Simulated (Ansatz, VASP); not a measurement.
**Two plane-wave programs on Ca3AsP**

```
Ca P As
1.0
     5.33390    0.00000    0.00000
     0.00000    5.33390    0.00000
     0.00000    0.00000    5.33390
Ca P As
3 1 1
Direct
  0.00000 0.50000 0.50000
  0.50000 0.00000 0.50000
  0.50000 0.50000 0.00000
  0.50000 0.50000 0.50000
  0.00000 0.00000 0.00000
```

Alike in both runs: task single point; functional LDA; k mesh 4 × 4 × 4; occupations gaussian, width 0.1 eV; no spin polarisation.

```csv
,VASP,Ansatz
version,VASP 6.6.1,Ansatz 0.2.0
potentials or method,"VASP PAW LDA potentials, release 64 (Ca_sv, P, As), cutoff 500 eV","scalar-relativistic, plane waves, PAW"
valence electrons in the cell,40,50
```

```tsv
	VASP	Ansatz	Ansatz less VASP
gap on the k mesh at the Fermi level (eV)	none	none	-
pressure (GPa)	-2.7	-2.8	-0.12
```

LDA's correlation is that of Perdew and Zunger in VASP and of Perdew and Wang (1992) in Ansatz. A gap of «none» marks a metal or a gap that the smearing closes. VASP's potentials hold 40 valence electrons a cell and Ansatz's 50, so a difference there can come from the potentials and not from the codes.
